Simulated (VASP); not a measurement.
AlN:

```
CELL_PARAMETERS angstrom
0.00000 2.20673 2.16140
2.20673 0.00000 2.16140
2.20673 2.20673 0.00000
ATOMIC_POSITIONS crystal
Al 0.00000 0.00000 0.00000
N 0.25000 0.25000 0.25000
```

This cell differs from its parent crystal: epitaxial xy strain +1.0%.

Base run:

```yaml
Program: VASP 6.6.1
Functional: HSE06
Potentials_or_basis: VASP PAW PBE potentials, release 64 (Al, N)
Cutoff: 520 eV
k_mesh: 8 × 8 × 8
Occupations: gaussian, width 0.01 eV
Spin: no spin polarisation
```

Its results: band gap on the k mesh 4.42 eV (least direct gap 5.39 eV); pressure -2.7 GPa.

The run is repeated on the same cell with these changes: functional from HSE06 to r2SCAN; k mesh from 8 × 8 × 8 to 10 × 10 × 10. What comes out?

Band gap on the k mesh 3.81 eV (least direct gap 4.74 eV); pressure -2.3 GPa.

Several settings changed at once.

Caveats: the PAW data sets were made with another functional, which shifts forces and pressure a little.

A k mesh can miss the band edges.
